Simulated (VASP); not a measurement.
# TePt (P6_3/mmc) in VASP: single point with LDA

Aim: the single point of TePt with LDA.

Program: VASP 6.6.1. These are calculated values, not measurements. Logs are shortened: lines on timing, memory, paths and dates and some standing lists are left out, and cuts for length are marked.

## 1. The cell of the first run

Symmetry: P6_3/mmc, No. 194, hexagonal system. Conventional cell: a = 4.111 Å, b = 4.111 Å, c = 5.446 Å, α = 90.00°, β = 90.00°, γ = 120.00°. Within 3.7 Å of Te (site symmetry -6m2) lie 6 Pt at 2.74 Å and 6 Te at 3.61 Å. Within 3.6 Å of Pt (site symmetry -3m) lie 2 Pt at 2.72 Å and 6 Te at 2.74 Å.

## 2. Single point, LDA

INCAR reads:

```
PREC = Accurate
ENCUT = 520
EDIFF = 1E-6
ISMEAR = 1
SIGMA = 0.1
LREAL = False
LASPH = True
NELM = 60
ALGO = Normal
ISIF = 2
LWAVE = False
LCHARG = False
GGA = CA
NBANDS = 24
```

KPOINTS reads:

```
regular mesh
0
Gamma
  7 7 5
```

POSCAR reads:

```
TePt
1.0
    4.1110000000      0.0000000000      0.0000000000
   -2.0555000000      3.5602304300      0.0000000000
    0.0000000000      0.0000000000      5.4460000000
Te Pt
2 2
Direct
    0.3333333343      0.6666666685      0.2500000000
    0.6666666671      0.3333333343      0.7500000000
    0.0000000000      0.0000000000      0.0000000000
    0.0000000000      0.0000000000      0.5000000000
```

Potentials or basis: VASP PAW LDA potentials, release 64 (Te, Pt).

The run is started by

```
> cat potpaw_LDA.64/Te/POTCAR potpaw_LDA.64/Pt/POTCAR > POTCAR
> mpirun -np 1 vasp_std > vasp.out
```

OUTCAR:

```text
PREC = Accurate
   ENCUT = 520
   EDIFF = 1E-6
   ISMEAR = 1
   LREAL = False
   LASPH = True
   NELM = 60
   ISIF = 2
   GGA = CA

 ion  position               nearest neighbor table
   1  0.333  0.667  0.250-   3 2.74   4 2.74   3 2.74   4 2.74   3 2.74   4 2.74   2 3.61   2 3.61
                             2 3.61   2 3.61   2 3.61   2 3.61
   2  0.667  0.333  0.750-   3 2.74   4 2.74   3 2.74   4 2.74   3 2.74   4 2.74   1 3.61   1 3.61
                             1 3.61   1 3.61   1 3.61   1 3.61
   3  0.000  0.000  0.000-   4 2.72   4 2.72   2 2.74   1 2.74   1 2.74   2 2.74   2 2.74   1 2.74

   4  0.000  0.000  0.500-   3 2.72   3 2.72   2 2.74   1 2.74   1 2.74   2 2.74   2 2.74   1 2.74

  LATTYP: Found a hexagonal cell.
 ALAT       =     4.1110000000
 C/A-ratio  =     1.3247385064

  Lattice vectors:

 A1 = (   4.1110000000,   0.0000000000,   0.0000000000)
 A2 = (  -2.0555000000,   3.5602304300,   0.0000000000)
 A3 = (   0.0000000000,   0.0000000000,   5.4460000000)

Analysis of symmetry for initial positions (statically):
=====================================================================
 Subroutine PRICEL returns:
 Original cell was already a primitive cell.

 Routine SETGRP: Setting up the symmetry group for a
 hexagonal supercell.

 Subroutine GETGRP returns: Found 24 space group operations
 (whereof 12 operations were pure point group operations)
 out of a pool of 24 trial point group operations.

The static configuration has the point symmetry D_3d.
 The point group associated with its full space group is D_6h.

Analysis of symmetry for dynamics (positions and initial velocities):
=====================================================================
 Subroutine PRICEL returns:
 Original cell was already a primitive cell.

 Routine SETGRP: Setting up the symmetry group for a
 hexagonal supercell.

 Subroutine GETGRP returns: Found 24 space group operations
 (whereof 12 operations were pure point group operations)
 out of a pool of 24 trial point group operations.

The dynamic configuration has the point symmetry D_3d.
 The point group associated with its full space group is D_6h.

 Subroutine INISYM returns: Found 24 space group operations
 (whereof 12 operations are pure point group operations),
 and found     1 'primitive' translations

----------------------------------------------------------------------------------------

                                     Primitive cell

  volume of cell :      79.7082

  direct lattice vectors                    reciprocal lattice vectors
     4.111000000  0.000000000  0.000000000     0.243249818  0.140440348  0.000000000
    -2.055500000  3.560230430  0.000000000     0.000000000  0.280880696  0.000000000
     0.000000000  0.000000000  5.446000000     0.000000000  0.000000000  0.183621006

  length of vectors
     4.111000000  4.110999996  5.446000000     0.280880695  0.280880696  0.183621006

  position of ions in fractional coordinates (direct lattice)
     0.333333334  0.666666668  0.250000000
     0.666666667  0.333333334  0.750000000
     0.000000000  0.000000000  0.000000000
     0.000000000  0.000000000  0.500000000

  ion indices of the primitive-cell ions
   primitive index   ion index
                 1           1
                 2           2
                 3           3
                 4           4

----------------------------------------------------------------------------------------

 KPOINTS: regular mesh

Automatic generation of k-mesh.
 Grid dimensions read from file:
 generate k-points for:    7    7    5

 Generating k-lattice:

  Cartesian coordinates                     Fractional coordinates (reciprocal lattice)
     0.034749974  0.020062907  0.000000000     0.142857143  0.000000000  0.000000000
     0.000000000  0.040125814  0.000000000     0.000000000  0.142857143  0.000000000
     0.000000000  0.000000000  0.036724201     0.000000000  0.000000000  0.200000000

  Length of vectors
     0.040125814  0.040125814  0.036724201

  Shift w.r.t. Gamma in fractional coordinates (k-lattice)
     0.000000000  0.000000000  0.000000000

 Subroutine IBZKPT returns following result:
 ===========================================

 Found     24 irreducible k-points:

 Following reciprocal coordinates:
            Coordinates               Weight
  0.000000  0.000000  0.000000      1.000000
  0.142857  0.000000  0.000000      6.000000
  0.285714 -0.000000  0.000000      6.000000
  0.428571  0.000000  0.000000      6.000000
  0.142857  0.142857  0.000000      6.000000
  0.285714  0.142857  0.000000     12.000000
[... 16 lines left out ...]
  0.428571  0.142857  0.400000     12.000000
  0.285714  0.285714  0.400000     12.000000
   k-points           NKPTS =     24   k-points in BZ     NKDIM =     24   number of bands    NBANDS=     24
   number of dos      NEDOS =    301   number of ions     NIONS =      4
   total plane-waves  NPLWV =  43008
   dimension x,y,z NGX =    32 NGY =   32 NGZ =   42
   dimension x,y,z NGXF=    64 NGYF=   64 NGZF=   84
   ions per type =               2   2
   NGX,Y,Z   is equivalent  to a cutoff of  12.94, 12.94, 12.82 a.u.
   NGXF,Y,Z  is equivalent  to a cutoff of  25.88, 25.88, 25.64 a.u.
 SYSTEM =  unknown system
   PREC   = accura    normal or accurate (medium, high low for compatibility)
   ISTART =      0    job   : 0-new  1-cont  2-samecut
   ICHARG =      2    charge: 1-file 2-atom 10-const
   ISPIN  =      1    spin polarized calculation?
   LNONCOLLINEAR =      F non collinear calculations
   LSORBIT =      F    spin-orbit coupling
   LASPH  =      T    aspherical Exc in radial PAW
   ENCUT  =  520.0 eV  38.22 Ry    6.18 a.u.   7.64  7.64 10.13*2*pi/ulx,y,z
   NELM   =     60;   NELMIN=  2; NELMDL= -5     # of ELM steps
   EDIFF  = 0.1E-05   stopping-criterion for ELM
   LREAL  =      F    real-space projection
   EDIFFG = 0.1E-04   stopping-criterion for IOM
   NSW    =      0    number of steps for IOM
   IBRION =     -1    ionic relax: 0-MD 1-quasi-New 2-CG
   NFREE  =      0    steps in history (QN), initial steepest desc. (CG)
   ISIF   =      2    stress and relaxation
   ISYM   =      2    0-nonsym 1-usesym 2-fastsym
   POTIM  = 0.5000    time-step for ionic-motion
   TEBEG  =    0.0;   TEEND  =   0.0 temperature during run
   PSTRESS=    0.0 pullay stress
   NELECT =      32.0000    total number of electrons
   NUPDOWN=      -1.0000    fix difference up-down
   EMIN   =  10.00;   EMAX   =-10.00  energy-range for DOS
   EFERMI =   0.00;   METHOD = LEGACY
   ISMEAR =     1;   SIGMA  =   0.10  broadening in eV -4-tet -1-fermi 0-gaus
   EFERMI_NEDOS =   21; number of points for ismear=-14 and -15
   IALGO  =     38    algorithm
   IMIX   =      4    mixing-type and parameters
     AMIX     =   0.40;   BMIX     =  1.00
     AMIX_MAG =   1.60;   BMIX_MAG =  1.00
  volume/ion in A,a.u.               =      19.93       134.47
  Fermi-wavevector in a.u.,A,eV,Ry     =   1.207694  2.282212 19.844451  1.458526
  Thomas-Fermi vector in A             =   2.343325
   LORBIT       =      0    0 simple, 1 ext, 2 COOP (PROOUT), +10 PAW based schemes
   GGA     = CA    functional components
   LHFCALC =     F    Hartree Fock is set to
   AEXX    =    0.0000 exact exchange contribution
   IVDW    =     0    specifies the selected vdW correction
   LEPSILON=     F    determine dielectric tensor
   LRPA    =     F    only Hartree local field effects (RPA)
 non-spin polarized calculation
 Methfessel and Paxton  Order N= 1 SIGMA  =   0.10
  energy-cutoff  :      520.00
  volume of cell :       79.71
 maximum number of plane-waves:      2187
 NGX is ok and might be reduce to    32
   NGX = 15   NGY = 15   NGZ = 21

 number of electron      31.9999996 magnetization

 Free energy of the ion-electron system (eV)
  ---------------------------------------------------
  ext. energy  EPLUGINS =         0.00000000
  ---------------------------------------------------
  free energy    TOTEN  =       -23.36135955 eV

  energy without entropy =      -23.36025016  energy(sigma->0) =      -23.36098976

 E-fermi :  10.7995     XC(G=0): -11.7864

 val. band max:       10.7136673258   @ k =   0.1429   0.1429   0.2000
 cond. band min:      10.8047221483   @ k =   0.1429   0.1429   0.2000
 fundamental gap:      0.0910548224
 Fermi energy:        10.7994759711

 k-point     1 :       0.0000    0.0000    0.0000
  band No.  band energies     occupation
      1      -3.9996      2.00000
      2      -0.8761      2.00000
      3       2.8568      2.00000
      4       4.0026      2.00000
      5       4.0026      2.00000
      6       4.6056      2.00000
[... 16 lines left out ...]
     23      18.3204      0.00000
     24      18.3204      0.00000

 k-point     2 :       0.1429    0.0000    0.0000
  band No.  band energies     occupation
      1      -3.7763      2.00000
      2      -1.0225      2.00000
      3       3.1495      2.00000
      4       4.0761      2.00000
      5       4.3067      2.00000
      6       4.4774      2.00000
[... 16 lines left out ...]
     23      16.2931      0.00000
     24      17.3706      0.00000

 k-point     3 :       0.2857   -0.0000    0.0000
  band No.  band energies     occupation
      1      -3.1580      2.00000
      2      -1.3449      2.00000
      3       3.6363      2.00000
      4       3.9616      2.00000
      5       4.1995      2.00000
      6       4.9326      2.00000
[... 16 lines left out ...]
     23      16.7947      0.00000
     24      18.1780      0.00000
[... 514 lines left out ...]
 k-point    23 :       0.4286    0.1429    0.4000
  band No.  band energies     occupation
      1      -1.8858      2.00000
      2      -1.8749      2.00000
      3       2.9607      2.00000
      4       3.5769      2.00000
      5       4.7324      2.00000
      6       4.7909      2.00000
[... 16 lines left out ...]
     23      18.1001      0.00000
     24      19.1031      0.00000

 k-point    24 :       0.2857    0.2857    0.4000
  band No.  band energies     occupation
      1      -1.8908      2.00000
      2      -1.7953      2.00000
      3       3.2819      2.00000
      4       3.7991      2.00000
      5       4.1528      2.00000
      6       4.7154      2.00000
[... 16 lines left out ...]
     23      18.2056      0.00000
     24      18.5035      0.00000

------------------------ aborting loop because EDIFF is reached ----------------------------------------

  FORCE on cell =-STRESS in cart. coord.  units (eV):
  Direction    XX          YY          ZZ          XY          YZ          ZX
  --------------------------------------------------------------------------------------
  -------------------------------------------------------------------------------------
  Total        4.7155823      4.7155823      4.2467645      0.0000000      0.0000000      0.0000000
  in kB       94.7856720     94.7856718     85.3621882      0.0000000      0.0000000      0.0000000
  external PRESSURE =      91.6445106 kB  Pullay stress =       0.0000000 kB

 VOLUME and BASIS-vectors are now :
 -----------------------------------------------------------------------------
  energy-cutoff  :      520.00
  volume of cell :       79.71
      direct lattice vectors                 reciprocal lattice vectors
     4.111000000  0.000000000  0.000000000     0.243249818  0.140440348  0.000000000
    -2.055500000  3.560230430  0.000000000     0.000000000  0.280880696  0.000000000
     0.000000000  0.000000000  5.446000000     0.000000000  0.000000000  0.183621006

 POSITION                                       TOTAL-FORCE (eV/Angst)
 -----------------------------------------------------------------------------------
      0.00000      2.37349      1.36150        -0.000000     -0.000000      0.000000
      2.05550      1.18674      4.08450         0.000000      0.000000      0.000000
      0.00000      0.00000      0.00000        -0.000000     -0.000000      0.000000
      0.00000      0.00000      2.72300        -0.000000     -0.000000      0.000000
 -----------------------------------------------------------------------------------
    total drift:                               -0.000000      0.000000      0.000000

  FREE ENERGIE OF THE ION-ELECTRON SYSTEM (eV)
  ---------------------------------------------------
  free  energy   TOTEN  =       -23.3613595534 eV

  energy  without entropy=      -23.3602501631  energy(sigma->0) =      -23.36098976
```

It took 50 s on 1 thread of Intel Xeon 8259CL, shared host; peak memory 0.19 GiB.

What came out:

* Free energy: -23.3614 eV
* Pressure: 9.2 GPa
* Band gap on the k mesh: zero (bands 16 and 17 overlap by 1.03 eV)

Caveat: the cell stands under pressure; spin-orbit coupling is left out, which moves the levels of the heavy elements.
